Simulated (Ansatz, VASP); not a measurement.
## SiC in VASP and in Ansatz

```xyz
12
Lattice="3.0950 0.0000 0.0000 -1.5475 2.6804 0.0000 0.0000 0.0000 15.1864" Properties=species:S:1:pos:R:3 pbc="T T T"
Si    0.0000    0.0000    1.8989
Si    0.0000    0.0000    9.4921
Si    0.0000    1.7869    4.4317
Si    1.5475    0.8935   12.0248
Si    0.0000    1.7869   14.5532
Si    1.5475    0.8935    6.9601
C     0.0000    0.0000   -0.0047
C     0.0000    0.0000    7.5884
C     0.0000    1.7869    2.5335
C     1.5475    0.8935   10.1267
C     0.0000    1.7869   12.6550
C     1.5475    0.8935    5.0618
```

Alike in both runs: functional PBE; k mesh 10 × 10 × 2; no spin polarisation.

Ansatz relaxed the structure, and its values are those at the end. VASP's run is a single point on that final structure, the one shown.

|  | VASP | Ansatz |
| --- | --- | --- |
| version | VASP 6.6.1 | Ansatz 0.2.0 |
| potentials or method | VASP PAW PBE potentials, release 64 (Si, C) | scalar-relativistic, plane waves, PAW |
| plane-wave cutoff (eV) | 520 | 420 |
| occupations | gaussian, width 0.01 eV | fixed |
| valence electrons in the cell | 48 | 48 |

Ansatz gave:

| Quantity | Value |
| --- | --- |
| gap on the k mesh at the Fermi level (eV) | 2.03 |
| least direct gap on the mesh (eV) | 3.13 |
| pressure (GPa) | 0.0 |

Question: What did VASP give for the same quantities?

Answer: gap on the k mesh at the Fermi level (eV): 2.03; least direct gap on the mesh (eV): 3.12; pressure (GPa): 0.0.
